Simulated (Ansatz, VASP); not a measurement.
Two plane-wave programs on CuAu

```
CELL_PARAMETERS angstrom
2.83427 0.00000 0.00000
0.00000 2.83427 0.00000
0.00000 0.00000 3.53834
ATOMIC_POSITIONS crystal
Cu 0.50000 0.50000 0.50000
Au 0.00000 0.00000 0.00000
```

Alike in both runs: functional PBEsol; k mesh 14 × 14 × 12; occupations gaussian, width 0.1 eV; no spin polarisation.

Ansatz relaxed the structure, and its values are those at the end. VASP's run is a single point on that final structure, the one shown.

|  | VASP | Ansatz |
| --- | --- | --- |
| version | VASP 6.6.1 | Ansatz 0.2.0 |
| potentials or method | VASP PAW PBE potentials, release 64 (Cu, Au), cutoff 520 eV | scalar-relativistic, plane waves, PAW |
| valence electrons in the cell | 22 | 38 |

|  | VASP | Ansatz | Ansatz less VASP |
| --- | --- | --- | --- |
| gap on the k mesh at the Fermi level (eV) | none | none | - |
| pressure (GPa) | 0.1 | 0.0 | -0.07 |

VASP's potentials were made for PBE, not for PBEsol. A gap of «none» marks a metal or a gap that the smearing closes. The functional is the same, so the differences come from potentials, cutoffs and numerics. VASP's potentials hold 22 valence electrons a cell and Ansatz's 38, so a difference there can come from the potentials and not from the codes.

Spin-orbit coupling is off throughout.
